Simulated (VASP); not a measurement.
Runs of VASP 6.6.1 on SiO2. The structure is that of space group I4_1/amd (No. 141), or close to it. The cells are those of the table. 

```tsv
task	cell	k mesh	cutoff (eV)	smearing	gap on the mesh (eV)	pressure (GPa)	largest force (eV/Å)
relaxation of cell and atoms	relaxed from a = 5.199 Å, angles 142.9, 142.9, 53.5°, 6 atoms	8 × 8 × 8	600	gaussian 0.1 eV	5.81	0.1	0.01
single point	a = 5.199 Å, angles 142.9, 142.9, 53.5°, 6 atoms	8 × 8 × 8	520	gaussian 0.1 eV	6.45	19.9	(a)
single point	a = 4.936 Å, angles 138.1, 138.1, 60.7°, 6 atoms	10 × 10 × 10	520	gaussian 0.02 eV	5.78	0.1	0.01
single point	a = 4.937 Å, angles 138.1, 138.1, 60.7°, 6 atoms	8 × 8 × 8	520	gaussian 0.1 eV	5.81	0.1	0.01
```

Alike in all rows: level PBE; potentials or basis VASP PAW PBE potentials, release 64 (Si, O); no spin polarisation.

Question: Fill in the values left out.

Answer: (a) 1.14.

Caveats: forces of over 1 eV/Å act on the atoms, so gaps and moduli don't describe the material at rest (some runs).

A k mesh can miss the band edges.
